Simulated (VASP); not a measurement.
# CeO2 (Fm-3m) in VASP: further runs

CeO2 is run at these levels: PBE+U; tasks: single point.

Everything below comes from runs of VASP 6.6.1. Logs are shortened: lines on timing, memory, paths and dates and some standing lists are left out, and cuts for length are marked.

### Step 1. The cell of the first run

It takes space group Fm-3m (No. 225, cubic). The conventional cell has a = 5.472 Å, b = 5.472 Å, c = 5.472 Å, α = 90.00°, β = 90.00°, γ = 90.00°. Ce (site symmetry m-3m) has 8 O at 2.37 Å within 3.1 Å. Within 3.1 Å of O (site symmetry -43m) lie 4 Ce at 2.37 Å and 6 O at 2.74 Å.

### Step 2. Single point, PBE+U

The input, INCAR:

```
SYSTEM = CeO2
  PREC = Accurate
  ENCUT = 520
  EDIFF = 1E-6
  ISMEAR = 0
  SIGMA = 0.05
  LREAL = .False.
  LASPH = .True.
  NELM = 150
  ALGO = Normal
  ISIF = 2
  LWAVE = .False.
  LCHARG = .True.
  LMAXMIX = 6
  LDAU = .True.
  LDAUTYPE = 2
  LDAUL = 3 -1
  LDAUU = 5 0
  LDAUJ = 0 0
  LDAUPRINT = 1
  GGA = PE
  LELF = .True.
  LVHAR = .True.
  NBANDS = 19
```

The input, KPOINTS:

```
regular mesh
0
Gamma
  12 12 12
  0 0 0
```

The input, POSCAR:

```
CeO2
1.0
    0.0000000000      2.7359127212      2.7359127212
    2.7359127212      0.0000000000      2.7359127212
    2.7359127212      2.7359127212      0.0000000000
Ce O
1 2
Direct
    0.0000000000      0.0000000000      0.0000000000
    0.2500000000      0.2500000000      0.2500000000
    0.7500000000      0.7500000000      0.7500000000
```

Potentials or basis: VASP PAW PBE potentials, release 64 (Ce, O).

Command:

```sh
cat potpaw_PBE.64/Ce/POTCAR potpaw_PBE.64/O/POTCAR > POTCAR
mpirun -np 1 vasp_std > vasp.out
```

OUTCAR:

```text
SYSTEM = CeO2
   PREC = Accurate
   ENCUT = 520
   EDIFF = 1E-6
   ISMEAR = 0
   LREAL = .False.
   LASPH = .True.
   NELM = 150
   ISIF = 2
   GGA = PE

 ion  position               nearest neighbor table
   1  0.000  0.000  0.000-   3 2.37   3 2.37   3 2.37   2 2.37   3 2.37   2 2.37   2 2.37   2 2.37

   2  0.250  0.250  0.250-   1 2.37   1 2.37   1 2.37   1 2.37
   3  0.750  0.750  0.750-   1 2.37   1 2.37   1 2.37   1 2.37

  LATTYP: Found a face centered cubic cell.
 ALAT       =     5.4718254424

  Lattice vectors:

 A1 = (   0.0000000000,   2.7359127212,   2.7359127212)
 A2 = (   2.7359127212,   0.0000000000,   2.7359127212)
 A3 = (   2.7359127212,   2.7359127212,   0.0000000000)

Analysis of symmetry for initial positions (statically):
=====================================================================
 Subroutine PRICEL returns:
 Original cell was already a primitive cell.

 Routine SETGRP: Setting up the symmetry group for a
 face centered cubic supercell.

 Subroutine GETGRP returns: Found 48 space group operations
 (whereof 48 operations were pure point group operations)
 out of a pool of 48 trial point group operations.

The static configuration has the point symmetry O_h .

Analysis of symmetry for dynamics (positions and initial velocities):
=====================================================================
 Subroutine PRICEL returns:
 Original cell was already a primitive cell.

 Routine SETGRP: Setting up the symmetry group for a
 face centered cubic supercell.

 Subroutine GETGRP returns: Found 48 space group operations
 (whereof 48 operations were pure point group operations)
 out of a pool of 48 trial point group operations.

The dynamic configuration has the point symmetry O_h .

 Subroutine INISYM returns: Found 48 space group operations
 (whereof 48 operations are pure point group operations),
 and found     1 'primitive' translations

----------------------------------------------------------------------------------------

                                     Primitive cell

  volume of cell :      40.9578

  direct lattice vectors                    reciprocal lattice vectors
     0.000000000  2.735912721  2.735912721    -0.182754368  0.182754368  0.182754368
     2.735912721  0.000000000  2.735912721     0.182754368 -0.182754368  0.182754368
     2.735912721  2.735912721  0.000000000     0.182754368  0.182754368 -0.182754368

  length of vectors
     3.869164876  3.869164876  3.869164876     0.316539851  0.316539851  0.316539851

  position of ions in fractional coordinates (direct lattice)
     0.000000000  0.000000000  0.000000000
     0.250000000  0.250000000  0.250000000
     0.750000000  0.750000000  0.750000000

  ion indices of the primitive-cell ions
   primitive index   ion index
                 1           1
                 2           2
                 3           3

----------------------------------------------------------------------------------------

 KPOINTS: regular mesh

[... 81 lines left out ...]
   EFERMI =   0.00;   METHOD = LEGACY
   ISMEAR =     0;   SIGMA  =   0.05  broadening in eV -4-tet -1-fermi 0-gaus
   EFERMI_NEDOS =   21; number of points for ismear=-14 and -15
   IALGO  =     38    algorithm
   IMIX   =      4    mixing-type and parameters
     AMIX     =   0.40;   BMIX     =  1.00
     AMIX_MAG =   1.60;   BMIX_MAG =  1.00
  volume/ion in A,a.u.               =      13.65        92.13
  Fermi-wavevector in a.u.,A,eV,Ry     =   1.369934  2.588800 25.534318  1.876719
  Thomas-Fermi vector in A             =   2.495765
   LORBIT       =      0    0 simple, 1 ext, 2 COOP (PROOUT), +10 PAW based schemes
 LDA+U is selected, type is set to LDAUTYPE =  2
   angular momentum for each species LDAUL =     3   -1
   U (eV)           for each species LDAUU =   5.0  0.0
   J (eV)           for each species LDAUJ =   0.0  0.0
   GGA     = PE    functional components
   LHFCALC =     F    Hartree Fock is set to
   AEXX    =    0.0000 exact exchange contribution
   IVDW    =     0    specifies the selected vdW correction
   LEPSILON=     F    determine dielectric tensor
   LRPA    =     F    only Hartree local field effects (RPA)
 non-spin polarized calculation
 Gauss-broadening in eV      SIGMA  =   0.05
  energy-cutoff  :      520.00
  volume of cell :       40.96
 maximum number of plane-waves:      1124
 NGX is ok and might be reduce to    30
   NGX = 15   NGY = 15   NGZ = 15

atom =   1  type =  1  l = 3

 onsite density matrix

spin component  1

  0.0391  0.0000  0.0103  0.0000  0.0000  0.0000 -0.0000
  0.0000  0.1389  0.0000  0.0000 -0.0000  0.0000  0.0000
  0.0103  0.0000  0.0338  0.0000  0.0000 -0.0000  0.0000
  0.0000  0.0000  0.0000  0.0471  0.0000  0.0000 -0.0000
  0.0000 -0.0000  0.0000  0.0000  0.0338 -0.0000 -0.0103
  0.0000  0.0000 -0.0000  0.0000 -0.0000  0.0258  0.0000
 -0.0000  0.0000  0.0000 -0.0000 -0.0103  0.0000  0.0391

spin component  2

  0.0391  0.0000  0.0103  0.0000  0.0000  0.0000 -0.0000
  0.0000  0.1389  0.0000  0.0000 -0.0000  0.0000  0.0000
  0.0103  0.0000  0.0338  0.0000  0.0000 -0.0000  0.0000
  0.0000  0.0000  0.0000  0.0471  0.0000  0.0000 -0.0000
  0.0000 -0.0000  0.0000  0.0000  0.0338 -0.0000 -0.0103
  0.0000  0.0000 -0.0000  0.0000 -0.0000  0.0258  0.0000
 -0.0000  0.0000  0.0000 -0.0000 -0.0103  0.0000  0.0391

 occupancies and eigenvectors

  o =  0.0258  v = -0.6124 -0.0000  0.7906 -0.0000 -0.0021  0.0022 -0.0017  0.0000  0.0000  0.0000  0.0000  0.0000  0.0000  0.0000      0.0000  0.0000  0.0000  0.0000  0.0000  0.0000  0.0000  0.0000  0.0000  0.0000  0.0000  0.0000  0.0000  0.0000
  o =  0.0258  v =  0.0000  0.0000  0.0000  0.0000  0.0000  0.0000  0.0000 -0.6124 -0.0000  0.7906 -0.0000 -0.0021  0.0022 -0.0017      0.0000  0.0000  0.0000  0.0000  0.0000  0.0000  0.0000  0.0000  0.0000  0.0000  0.0000  0.0000  0.0000  0.0000
  o =  0.0258  v = -0.0017 -0.0000  0.0021  0.0000  0.7906  0.0003  0.6124  0.0000  0.0000  0.0000  0.0000  0.0000  0.0000  0.0000      0.0000  0.0000  0.0000  0.0000  0.0000  0.0000  0.0000  0.0000  0.0000  0.0000  0.0000  0.0000  0.0000  0.0000
  o =  0.0258  v =  0.0000  0.0000  0.0000  0.0000  0.0000  0.0000  0.0000 -0.0017 -0.0000  0.0021  0.0000  0.7906  0.0003  0.6124      0.0000  0.0000  0.0000  0.0000  0.0000  0.0000  0.0000  0.0000  0.0000  0.0000  0.0000  0.0000  0.0000  0.0000
  o =  0.0258  v =  0.0014 -0.0000 -0.0017 -0.0000 -0.0002  1.0000 -0.0002  0.0000  0.0000  0.0000  0.0000  0.0000  0.0000  0.0000      0.0000  0.0000  0.0000  0.0000  0.0000  0.0000  0.0000  0.0000  0.0000  0.0000  0.0000  0.0000  0.0000  0.0000
  o =  0.0258  v =  0.0000  0.0000  0.0000  0.0000  0.0000  0.0000  0.0000  0.0014 -0.0000 -0.0017 -0.0000 -0.0002  1.0000 -0.0002      0.0000  0.0000  0.0000  0.0000  0.0000  0.0000  0.0000  0.0000  0.0000  0.0000  0.0000  0.0000  0.0000  0.0000
  o =  0.0471  v =  0.0000  0.0000  0.0000  0.0000  0.0000  0.0000  0.0000 -0.0009  0.0000 -0.0007  1.0000  0.0058  0.0000 -0.0075      0.0000  0.0000  0.0000  0.0000  0.0000  0.0000  0.0000  0.0000  0.0000  0.0000  0.0000  0.0000  0.0000  0.0000
  o =  0.0471  v = -0.0009  0.0000 -0.0007  1.0000  0.0058  0.0000 -0.0075  0.0000  0.0000  0.0000  0.0000  0.0000  0.0000  0.0000      0.0000  0.0000  0.0000  0.0000  0.0000  0.0000  0.0000  0.0000  0.0000  0.0000  0.0000  0.0000  0.0000  0.0000
  o =  0.0471  v =  0.0000  0.0000  0.0000  0.0000  0.0000  0.0000  0.0000  0.7906 -0.0000  0.6124  0.0012 -0.0004  0.0000  0.0005      0.0000  0.0000  0.0000  0.0000  0.0000  0.0000  0.0000  0.0000  0.0000  0.0000  0.0000  0.0000  0.0000  0.0000
  o =  0.0471  v =  0.7906 -0.0000  0.6124  0.0012 -0.0004  0.0000  0.0005  0.0000  0.0000  0.0000  0.0000  0.0000  0.0000  0.0000      0.0000  0.0000  0.0000  0.0000  0.0000  0.0000  0.0000  0.0000  0.0000  0.0000  0.0000  0.0000  0.0000  0.0000
  o =  0.0471  v =  0.0005  0.0000  0.0004 -0.0095  0.6123 -0.0000 -0.7905  0.0000  0.0000  0.0000  0.0000  0.0000  0.0000  0.0000      0.0000  0.0000  0.0000  0.0000  0.0000  0.0000  0.0000  0.0000  0.0000  0.0000  0.0000  0.0000  0.0000  0.0000
  o =  0.0471  v =  0.0000  0.0000  0.0000  0.0000  0.0000  0.0000  0.0000  0.0005  0.0000  0.0004 -0.0095  0.6123 -0.0000 -0.7905      0.0000  0.0000  0.0000  0.0000  0.0000  0.0000  0.0000  0.0000  0.0000  0.0000  0.0000  0.0000  0.0000  0.0000
  o =  0.1389  v = -0.0000 -1.0000 -0.0000 -0.0000  0.0000  0.0000 -0.0000  0.0000  0.0000  0.0000  0.0000  0.0000  0.0000  0.0000      0.0000  0.0000  0.0000  0.0000  0.0000  0.0000  0.0000  0.0000  0.0000  0.0000  0.0000  0.0000  0.0000  0.0000
  o =  0.1389  v =  0.0000  0.0000  0.0000  0.0000  0.0000  0.0000  0.0000 -0.0000 -1.0000 -0.0000 -0.0000  0.0000  0.0000 -0.0000      0.0000  0.0000  0.0000  0.0000  0.0000  0.0000  0.0000  0.0000  0.0000  0.0000  0.0000  0.0000  0.0000  0.0000

 number of electron      23.9999992 magnetization

 Free energy of the ion-electron system (eV)
  ---------------------------------------------------
  ext. energy  EPLUGINS =         0.00000000
  ---------------------------------------------------
  free energy    TOTEN  =       -24.31782861 eV

  energy without entropy =      -24.31782861  energy(sigma->0) =      -24.31782861

 E-fermi :   5.6358     XC(G=0): -11.1727

 val. band max:        5.3189341270   @ k =  -0.2500   0.2500   0.0000
 cond. band min:       7.6231209151   @ k =   0.5000   0.0000   0.0000
 fundamental gap:      2.3041867881
 Fermi energy:         5.6357876037

 k-point     1 :       0.0000    0.0000    0.0000
  band No.  band energies     occupation
      1     -28.2413      2.00000
      2     -11.0421      2.00000
      3     -10.2778      2.00000
      4     -10.2778      2.00000
      5     -10.2778      2.00000
      6      -9.9742      2.00000
[... 505 lines left out ...]
      6      -7.7719      2.00000
[... 11 lines left out ...]
     18       8.2924      0.00000
     19       8.3249      0.00000

 [... further k-points ...]
[... 5 lines left out ...]
  --------------------------------------------------------------------------------------
  -------------------------------------------------------------------------------------
  Total        0.7793717      0.7793717      0.7793717      0.0000000     -0.0000000     -0.0000000
  in kB       30.4872690     30.4872690     30.4872690      0.0000000     -0.0000000     -0.0000000
  external PRESSURE =      30.4872690 kB  Pullay stress =       0.0000000 kB

 VOLUME and BASIS-vectors are now :
 -----------------------------------------------------------------------------
  energy-cutoff  :      520.00
  volume of cell :       40.96
      direct lattice vectors                 reciprocal lattice vectors
     0.000000000  2.735912721  2.735912721    -0.182754368  0.182754368  0.182754368
     2.735912721  0.000000000  2.735912721     0.182754368 -0.182754368  0.182754368
     2.735912721  2.735912721  0.000000000     0.182754368  0.182754368 -0.182754368

 POSITION                                       TOTAL-FORCE (eV/Angst)
 -----------------------------------------------------------------------------------
      0.00000      0.00000      0.00000        -0.000000     -0.000000      0.000000
      1.36796      1.36796      1.36796         0.000000      0.000000      0.000000
      4.10387      4.10387      4.10387        -0.000000     -0.000000     -0.000000
 -----------------------------------------------------------------------------------
    total drift:                                0.000000     -0.000000      0.000000

  FREE ENERGIE OF THE ION-ELECTRON SYSTEM (eV)
  ---------------------------------------------------
  free  energy   TOTEN  =       -24.3178286094 eV

  energy  without entropy=      -24.3178286094  energy(sigma->0) =      -24.31782861
```

Wall time 1.7 min (1 thread of Intel Xeon Platinum 8375C at 2.90GHz (Ice Lake), shared host); peak memory 0.22 GiB.

What came out:

```
Free energy            : -24.3178 eV
Pressure               : 3.0 GPa
Band gap on the k mesh : 2.30 eV, indirect (least direct gap 2.50 eV)
```

Eigenvalues of the final occupation matrices:
| site | spin | trace | eigenvalues |
| --- | --- | --- | --- |
| site 1 f | 1 | 0.36 | 0.03 0.03 0.03 0.05 0.05 0.05 0.14 |
| site 1 f | 2 | 0.36 | 0.03 0.03 0.03 0.05 0.05 0.05 0.14 |

Caveat: spin-orbit coupling is left out, which moves the levels of the heavy elements.

(Continued in part 2 of 2.)
